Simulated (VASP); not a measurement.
# SiC (P6_3mc) in VASP: notebook, part 2 of 2

VASP 6.6.1.

## 4. Single point, r2SCAN

This run uses another cell than the first one, of 10.34 Å³/atom, 1.017 times its volume.

Input file POSCAR:

```
SiC
1.0
    3.0752975729      0.0000000000      0.0000000000
   -1.5376487865      2.6632858223      0.0000000000
    0.0000000000      0.0000000000      5.0483409993
Si C
2 2
Direct
    0.3333333333      0.6666666667      0.4996013827
    0.6666666667      0.3333333333      0.9996013827
    0.3333333333      0.6666666667      0.8753986173
    0.6666666667      0.3333333333      0.3753986173
```

Input file INCAR.step1:

```
ALGO = Normal
EDIFF = 1E-4
ENCUT = 520
GGA = PE
ISMEAR = 0
LASPH = T
LCHARG = F
LREAL = F
LWAVE = T
NBANDS = 16
NELM = 100
PREC = Accurate
SIGMA = 0.02
```

Input file INCAR.step2:

```
ALGO = Normal
EDIFF = 1E-6
ENCUT = 520
ISIF = 2
ISMEAR = 0
ISTART = 1
LASPH = T
LCHARG = F
LMIXTAU = T
LREAL = F
LWAVE = F
METAGGA = R2SCAN
NBANDS = 16
NELM = 100
PREC = Accurate
SIGMA = 0.02
```

Input file KPOINTS:

```
k-points
0
Gamma
  12 12 6
```

Potentials or basis: VASP PAW PBE potentials, release 64 (Si, C).

The run is started by

```
$ cat potpaw_PBE.64/Si/POTCAR potpaw_PBE.64/C/POTCAR > POTCAR
$ cp INCAR.step1 INCAR
$ mpirun -np 1 vasp_std > vasp.out
$ cp INCAR.step2 INCAR
$ mpirun -np 1 vasp_std > vasp.out
```

OUTCAR:

```text
EDIFF = 1E-6
   ENCUT = 520
   ISIF = 2
   ISMEAR = 0
   ISTART = 1
   LASPH = T
   LREAL = F
   METAGGA = R2SCAN
   NELM = 100
   PREC = Accurate

 ion  position               nearest neighbor table
   1  0.333  0.667  0.500-   4 1.88   4 1.88   4 1.88   3 1.90   2 3.09   2 3.09   2 3.09   2 3.09
                             2 3.09   2 3.09
   2  0.667  0.333  1.000-   3 1.88   3 1.88   3 1.88   4 1.90   1 3.09   1 3.09   1 3.09   1 3.09
                             1 3.09   1 3.09
   3  0.333  0.667  0.875-   2 1.88   2 1.88   2 1.88   1 1.90
[... 656 lines left out ...]
 [... further k-points ...]
[... 5 lines left out ...]
  --------------------------------------------------------------------------------------
  -------------------------------------------------------------------------------------
  Total       -0.0470359     -0.0470359     -0.0466113      0.0000000      0.0000000      0.0000000
  in kB       -1.8225780     -1.8225780     -1.8061270      0.0000000      0.0000000      0.0000000
  external PRESSURE =      -1.8170943 kB  Pullay stress =       0.0000000 kB

 VOLUME and BASIS-vectors are now :
 -----------------------------------------------------------------------------
  energy-cutoff  :      520.00
  volume of cell :       41.35
      direct lattice vectors                 reciprocal lattice vectors
     3.075297573  0.000000000  0.000000000     0.325171785  0.187738017  0.000000000
    -1.537648786  2.663285822  0.000000000     0.000000000  0.375476035  0.000000000
     0.000000000  0.000000000  5.048340999     0.000000000  0.000000000  0.198084876

 POSITION                                       TOTAL-FORCE (eV/Angst)
 -----------------------------------------------------------------------------------
     -0.00000      1.77552      2.52216        -0.000000      0.000000     -0.000167
      1.53765      0.88776      5.04633         0.000000     -0.000000     -0.000167
     -0.00000      1.77552      4.41931        -0.000000     -0.000000      0.000167
      1.53765      0.88776      1.89514        -0.000000     -0.000000      0.000167
 -----------------------------------------------------------------------------------
    total drift:                               -0.000000     -0.000000      0.000377

  FREE ENERGIE OF THE ION-ELECTRON SYSTEM (eV)
  ---------------------------------------------------
  free  energy   TOTEN  =       -38.6378935104 eV

  energy  without entropy=      -38.6378935104  energy(sigma->0) =      -38.63789351
```

OSZICAR.step1:

```text
N       E                     dE             d eps       ncg     rms          rms(c)
DAV:   1     0.268897028632E+02    0.26890E+02   -0.72294E+03  2432   0.898E+02
DAV:   2    -0.312507425660E+02   -0.58140E+02   -0.53236E+02  3456   0.160E+02
DAV:   3    -0.338124131420E+02   -0.25617E+01   -0.25519E+01  3184   0.310E+01
DAV:   4    -0.338312443126E+02   -0.18831E-01   -0.18827E-01  2960   0.327E+00
DAV:   5    -0.338314260623E+02   -0.18175E-03   -0.18175E-03  3144   0.305E-01    0.125E+01
DAV:   6    -0.301915229745E+02    0.36399E+01   -0.65211E+00  3064   0.157E+01    0.563E+00
DAV:   7    -0.301210661115E+02    0.70457E-01   -0.11190E+00  3456   0.617E+00    0.249E+00
DAV:   8    -0.301043602891E+02    0.16706E-01   -0.47267E-02  2768   0.139E+00    0.629E-01
DAV:   9    -0.301027698201E+02    0.15905E-02   -0.75678E-03  3136   0.590E-01    0.123E-01
DAV:  10    -0.301030826132E+02   -0.31279E-03   -0.10177E-03  2920   0.184E-01    0.573E-02
DAV:  11    -0.301031080437E+02   -0.25430E-04   -0.84936E-05  2128   0.694E-02
   1 F= -.30103108E+02 E0= -.30103108E+02  d E =-.138720E-15
```

Run time: 92 s. Hardware: 1 thread of AMD EPYC 9R45 (Zen 5), shared host; peak memory 0.15 GiB.

Results:

```yaml
Free_energy: -38.6379 eV
Pressure: -0.2 GPa
Band_gap_on_the_k_mesh: 2.66 eV, indirect (least direct gap 4.48 eV)
```

Caveat: the PAW data sets were made with another functional, which shifts forces and pressure a little. r2SCAN opens gaps a little over a GGA but as a rule still falls short of measured ones.

## 5. Single point, r2SCAN

This run uses another cell than the first one, of 10.29 Å³/atom, 1.013 times its volume.

Input file POSCAR:

```
SiC
1.0
    3.0707689093      0.0000000000      0.0000000000
   -1.5353844546      2.6593638846      0.0000000000
    0.0000000000      0.0000000000      5.0412162671
Si C
2 2
Direct
    0.3333333333      0.6666666667      0.4996069556
    0.6666666667      0.3333333333      0.9996069556
    0.3333333333      0.6666666667      0.8753930444
    0.6666666667      0.3333333333      0.3753930444
```

Input file INCAR.step1:

```
SYSTEM = SiC
PREC     = Accurate       ! precision mode
ENCUT    = 520            ! plane-wave cutoff, eV
ISMEAR   = 0              ! smearing method
SIGMA    = 0.02           ! smearing width, eV
LREAL    = .False.        ! projectors in reciprocal space
LASPH    = .True.         ! aspherical terms in the spheres
NELM     = 100            ! most SCF steps
NBANDS   = 16             ! bands
GGA      = PE             ! functional
ALGO     = Normal         ! electronic algorithm
EDIFF    = 1E-4           ! SCF threshold, eV
LWAVE    = .True.         ! write WAVECAR
LCHARG   = .False.        ! write CHGCAR
```

Input file INCAR.step2:

```
SYSTEM = SiC
PREC     = Accurate       ! precision mode
ENCUT    = 520            ! plane-wave cutoff, eV
EDIFF    = 1E-7           ! SCF threshold, eV
ISMEAR   = 0              ! smearing method
SIGMA    = 0.02           ! smearing width, eV
LREAL    = .False.        ! projectors in reciprocal space
LASPH    = .True.         ! aspherical terms in the spheres
NELM     = 100            ! most SCF steps
ALGO     = Normal         ! electronic algorithm
ISIF     = 2              ! what is computed and relaxed
LWAVE    = .False.        ! write WAVECAR
LCHARG   = .True.         ! write CHGCAR
METAGGA  = R2SCAN         ! meta-GGA
LMIXTAU  = .True.       
LELF     = .True.         ! ELF
LVHAR    = .True.       
NBANDS   = 16             ! bands
ISTART   = 1
```

Input file KPOINTS:

```
regular mesh
0
Gamma
  12 12 6
  0 0 0
```

Potentials or basis: VASP PAW PBE potentials, release 64 (Si, C).

The run is started by

```
$ cat potpaw_PBE.64/Si/POTCAR potpaw_PBE.64/C/POTCAR > POTCAR
$ cp INCAR.step1 INCAR
$ mpirun -np 1 vasp_std > vasp.out
$ cp INCAR.step2 INCAR
$ mpirun -np 1 vasp_std > vasp.out
```

OUTCAR:

```text
SYSTEM = SiC
   PREC = Accurate
   ENCUT = 520
   EDIFF = 1E-7
   ISMEAR = 0
   LREAL = .False.
   LASPH = .True.
   NELM = 100
   ISIF = 2
   METAGGA = R2SCAN
   ISTART = 1

 ion  position               nearest neighbor table
   1  0.333  0.667  0.500-   4 1.88   4 1.88   4 1.88   3 1.89   2 3.08   2 3.08   2 3.08   2 3.08
                             2 3.08   2 3.08
   2  0.667  0.333  1.000-   3 1.88   3 1.88   3 1.88   4 1.89   1 3.08   1 3.08   1 3.08   1 3.08
                             1 3.08   1 3.08
   3  0.333  0.667  0.875-   2 1.88   2 1.88   2 1.88   1 1.89
   4  0.667  0.333  0.375-   1 1.88   1 1.88   1 1.88   2 1.89

  LATTYP: Found a hexagonal cell.
 ALAT       =     3.0707689093
 C/A-ratio  =     1.6416788160

  Lattice vectors:

 A1 = (   3.0707689093,   0.0000000000,   0.0000000000)
 A2 = (  -1.5353844546,   2.6593638846,   0.0000000000)
 A3 = (   0.0000000000,   0.0000000000,   5.0412162671)

Analysis of symmetry for initial positions (statically):
=====================================================================
 Subroutine PRICEL returns:
 Original cell was already a primitive cell.

 Routine SETGRP: Setting up the symmetry group for a
 hexagonal supercell.

 Subroutine GETGRP returns: Found 12 space group operations
 (whereof  6 operations were pure point group operations)
 out of a pool of 24 trial point group operations.

The static configuration has the point symmetry C_3v.
 The point group associated with its full space group is C_6v.

Analysis of symmetry for dynamics (positions and initial velocities):
=====================================================================
 Subroutine PRICEL returns:
 Original cell was already a primitive cell.

 Routine SETGRP: Setting up the symmetry group for a
 hexagonal supercell.

 Subroutine GETGRP returns: Found 12 space group operations
 (whereof  6 operations were pure point group operations)
 out of a pool of 24 trial point group operations.
[... 122 lines left out ...]
   EFERMI_NEDOS =   21; number of points for ismear=-14 and -15
   IALGO  =     38    algorithm
   IMIX   =      4    mixing-type and parameters
     AMIX     =   0.40;   BMIX     =  1.00
     AMIX_MAG =   1.60;   BMIX_MAG =  1.00
  volume/ion in A,a.u.               =      10.29        69.45
  Fermi-wavevector in a.u.,A,eV,Ry     =   1.194707  2.257669 19.419934  1.427325
  Thomas-Fermi vector in A             =   2.330690
   LORBIT       =      0    0 simple, 1 ext, 2 COOP (PROOUT), +10 PAW based schemes
   METAGGA = R2SCAN    functional components
   LHFCALC =     F    Hartree Fock is set to
   AEXX    =    0.0000 exact exchange contribution
   IVDW    =     0    specifies the selected vdW correction
   LEPSILON=     F    determine dielectric tensor
   LRPA    =     F    only Hartree local field effects (RPA)
 non-spin polarized calculation
 Gauss-broadening in eV      SIGMA  =   0.02
  energy-cutoff  :      520.00
  volume of cell :       41.17
 maximum number of plane-waves:      1124
 NGX is ok and might be reduce to    24
   NGX = 11   NGY = 11   NGZ = 19

 number of electron      16.0000000 magnetization

 Free energy of the ion-electron system (eV)
  ---------------------------------------------------
  ext. energy  EPLUGINS =         0.00000000
  ---------------------------------------------------
  free energy    TOTEN  =       -38.63747279 eV

  energy without entropy =      -38.63747279  energy(sigma->0) =      -38.63747279

 E-fermi :   8.2732     XC(G=0): -11.9486

 val. band max:        8.1953633694   @ k =   0.0000   0.0000   0.0000
 cond. band min:      10.8466788544   @ k =   0.3333   0.3333   0.0000
 fundamental gap:      2.6513154850
 Fermi energy:         8.2731899378

 k-point     1 :       0.0000    0.0000    0.0000
  band No.  band energies     occupation
      1      -8.1952      2.00000
      2      -4.5524      2.00000
      3      -0.8227      2.00000
      4       6.8084      2.00000
      5       6.8084      2.00000
      6       8.0804      2.00000
[... 433 lines left out ...]
      3       0.5879      2.00000
      4       2.3451      2.00000
      5       3.2012      2.00000
      6       5.2047      2.00000
[... 8 lines left out ...]
     15      20.4427      0.00000
     16      21.1647      0.00000

 [... further k-points ...]
[... 5 lines left out ...]
  --------------------------------------------------------------------------------------
  -------------------------------------------------------------------------------------
  Total        0.2137035      0.2137035      0.1991802      0.0000000      0.0000000      0.0000000
  in kB        8.3169112      8.3169112      7.7516903      0.0000000      0.0000000      0.0000000
  external PRESSURE =       8.1285042 kB  Pullay stress =       0.0000000 kB

 VOLUME and BASIS-vectors are now :
 -----------------------------------------------------------------------------
  energy-cutoff  :      520.00
  volume of cell :       41.17
      direct lattice vectors                 reciprocal lattice vectors
     3.070768909  0.000000000  0.000000000     0.325651337  0.188014887  0.000000000
    -1.535384455  2.659363885  0.000000000     0.000000000  0.376029774  0.000000000
     0.000000000  0.000000000  5.041216267     0.000000000  0.000000000  0.198364828

 POSITION                                       TOTAL-FORCE (eV/Angst)
 -----------------------------------------------------------------------------------
     -0.00000      1.77291      2.51863         0.000000     -0.000000      0.000088
      1.53538      0.88645      5.03923        -0.000000     -0.000000      0.000088
     -0.00000      1.77291      4.41305        -0.000000      0.000000     -0.000088
      1.53538      0.88645      1.89244         0.000000      0.000000     -0.000088
 -----------------------------------------------------------------------------------
    total drift:                               -0.000000     -0.000000      0.000397

  FREE ENERGIE OF THE ION-ELECTRON SYSTEM (eV)
  ---------------------------------------------------
  free  energy   TOTEN  =       -38.6374727924 eV

  energy  without entropy=      -38.6374727924  energy(sigma->0) =      -38.63747279
```

OSZICAR.step1:

```text
N       E                     dE             d eps       ncg     rms          rms(c)
DAV:   1     0.264492251108E+02    0.26449E+02   -0.71723E+03  2432   0.899E+02
DAV:   2    -0.312742649126E+02   -0.57723E+02   -0.52654E+02  3416   0.160E+02
DAV:   3    -0.338328412239E+02   -0.25586E+01   -0.25498E+01  3192   0.310E+01
DAV:   4    -0.338513942660E+02   -0.18553E-01   -0.18550E-01  2896   0.324E+00
DAV:   5    -0.338515730009E+02   -0.17873E-03   -0.17873E-03  3192   0.301E-01    0.126E+01
DAV:   6    -0.301900453135E+02    0.36615E+01   -0.65417E+00  3056   0.157E+01    0.567E+00
DAV:   7    -0.301166405643E+02    0.73405E-01   -0.11273E+00  3472   0.620E+00    0.249E+00
DAV:   8    -0.300998624308E+02    0.16778E-01   -0.47605E-02  2776   0.139E+00    0.632E-01
DAV:   9    -0.300982843821E+02    0.15780E-02   -0.75326E-03  3104   0.590E-01    0.122E-01
DAV:  10    -0.300985947302E+02   -0.31035E-03   -0.10100E-03  2976   0.184E-01    0.572E-02
DAV:  11    -0.300986193274E+02   -0.24597E-04   -0.84215E-05  2104   0.691E-02
   1 F= -.30098619E+02 E0= -.30098619E+02  d E =-.193685E-17
```

Wall time 2 min (1 thread of AMD EPYC 9R45 (Zen 5), shared host); peak memory 0.15 GiB.

What came out:

```yaml
Free_energy: -38.6375 eV
Pressure: 0.8 GPa
Band_gap_on_the_k_mesh: 2.65 eV, indirect (least direct gap 4.50 eV)
```

Caveat: the PAW data sets were made with another functional, which shifts forces and pressure a little.

## 6. Single point, r2SCAN

This run uses another cell than the first one, of 10.38 Å³/atom, 1.022 times its volume.

Input file POSCAR:

```
SiC
1.0
    3.0798863787      0.0000000000      0.0000000000
   -1.5399431894      2.6672598448      0.0000000000
    0.0000000000      0.0000000000      5.0555449938
Si C
2 2
Direct
    0.3333333333      0.6666666667      0.4995947347
    0.6666666667      0.3333333333      0.9995947347
    0.3333333333      0.6666666667      0.8754052653
    0.6666666667      0.3333333333      0.3754052653
```

Input file INCAR.step1:

```
SYSTEM = SiC
PREC = Accurate
ENCUT = 520
ISMEAR = 0
SIGMA = 0.02
LREAL = .FALSE.
LASPH = .TRUE.
NELM = 100
NBANDS = 16
GGA = PE
ALGO = Normal
EDIFF = 1E-4
LWAVE = .TRUE.
LCHARG = .FALSE.
```

Input file INCAR.step2:

```
SYSTEM = SiC
PREC = Accurate
ENCUT = 520
EDIFF = 1E-6
ISMEAR = 0
SIGMA = 0.02
LREAL = .FALSE.
LASPH = .TRUE.
NELM = 100
ALGO = Normal
ISIF = 2
LWAVE = .FALSE.
LCHARG = .TRUE.
METAGGA = R2SCAN
LMIXTAU = .TRUE.
LELF = .TRUE.
LVHAR = .TRUE.
NBANDS = 16
ISTART = 1
```

Input file KPOINTS:

```
Automatic mesh
0
G
  12 12 6
  0 0 0
```

Potentials or basis: VASP PAW PBE potentials, release 64 (Si, C).

The run is started by

```
$ cat potpaw_PBE.64/Si/POTCAR potpaw_PBE.64/C/POTCAR > POTCAR
$ cp INCAR.step1 INCAR
$ mpirun -np 1 vasp_std > vasp.out
$ cp INCAR.step2 INCAR
$ mpirun -np 1 vasp_std > vasp.out
```

Wall time 94 s (1 thread of AMD EPYC 9R45 (Zen 5), shared host); peak memory 0.15 GiB.

The run converged. Its results:

| Item | Value |
| --- | --- |
| Free energy | -38.6372 eV |
| Pressure | -1.2 GPa |
| Band gap on the k mesh | 2.67 eV, indirect (least direct gap 4.47 eV) |

Levels at points of the mesh, in eV from the valence-band top:
| k point | band 6 | band 7 | band 8 | band 9 | band 10 | band 11 |
| --- | --- | --- | --- | --- | --- | --- |
| (0.00, 0.00, 0.00) | -0.11 | 0.00 | 0.00 | 5.34 | 6.73 | 7.16 |
| (0.50, 0.00, 0.00) | -3.47 | -3.35 | -1.26 | 3.22 | 4.66 | 7.43 |
| (0.00, 0.00, 0.50) | -0.75 | -0.75 | -0.75 | 6.46 | 6.46 | 7.87 |
| (0.50, 0.00, 0.50) | -2.55 | -2.44 | -2.44 | 3.71 | 3.71 | 5.77 |

Caveat: the PAW data sets were made with another functional, which shifts forces and pressure a little. r2SCAN opens gaps a little over a GGA but as a rule still falls short of measured ones.

## 7. Summary

| cell | gap on the mesh (eV) | pressure (GPa) |
| --- | --- | --- |
| a = 3.058, b = 3.058, c = 5.019 Å, angles 90.0, 90.0, 120.0°, 4 atoms | 2.64 | 3.8 |
| a = 3.075, b = 3.075, c = 5.048 Å, angles 90.0, 90.0, 120.0°, 4 atoms | 2.66 | -0.2 |
| a = 3.071, b = 3.071, c = 5.041 Å, angles 90.0, 90.0, 120.0°, 4 atoms | 2.65 | 0.8 |
| a = 3.080, b = 3.080, c = 5.056 Å, angles 90.0, 90.0, 120.0°, 4 atoms | 2.67 | -1.2 |

Alike in all rows: task single point; level r2SCAN; potentials or basis VASP PAW PBE potentials, release 64 (Si, C); no spin polarisation; k mesh 12 × 12 × 6; cutoff (eV) 520; smearing gaussian 0.02 eV.

Caveats: the PAW data sets were made with another functional, which shifts forces and pressure a little.

Absolute energies hang on the potentials; compare differences alone.
